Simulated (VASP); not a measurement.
TiO2:

```
Ti O
1.0
    -1.88155    1.87610    4.71295
     1.87559   -1.87353    4.70956
     1.87958    1.87156   -4.71193
Ti O
2 4
Cartesian
  0.0105 0.0590 0.0495
  -0.0212 1.8564 2.3403
  1.8328 1.8252 -2.9851
  -0.0555 1.9158 4.0438
  0.0032 1.8968 0.6500
  1.8449 1.8199 3.0017
```

Base run:

```yaml
Program: VASP 6.6.1
Functional: r2SCAN
Potentials_or_basis: VASP PAW PBE potentials, release 64 (Ti_sv, O)
Cutoff: 520 eV
k_mesh: 5 × 5 × 7, shifted
Occupations: methfessel-paxton, width 0.0725 eV
Spin: collinear spin, zero start
Starting_moments: "[0.0, 0.0, 0.0, 0.0, 0.0, 0.0] μB"
Hubbard_terms: Ti d U = 3.0 eV
```

Its results: band gap on the k mesh 2.91 eV (least direct gap 3.12 eV); pressure 52.0 GPa; net moment 0.00 μB per cell; largest force 9.990 eV/Å.

Problem. The run is repeated on the same cell with these changes: occupations from methfessel-paxton, width 0.0725 eV to methfessel-paxton, width 0.001 eV; hubbard terms from Ti d U = 3.0 eV to none. What comes out?

Solution. Band gap on the k mesh 2.30 eV (least direct gap 2.53 eV); pressure 45.5 GPa; net moment 0.00 μB per cell; largest force 9.613 eV/Å.

Caveats: the PAW data sets were made with another functional, which shifts forces and pressure a little; a shifted mesh leaves out Γ, where band edges can lie; the stress differs along the axes, from 15 to 117 GPa (at least some runs); the stress differs along the axes, from 10 to 107 GPa (at least some runs).

A k mesh can miss the band edges.
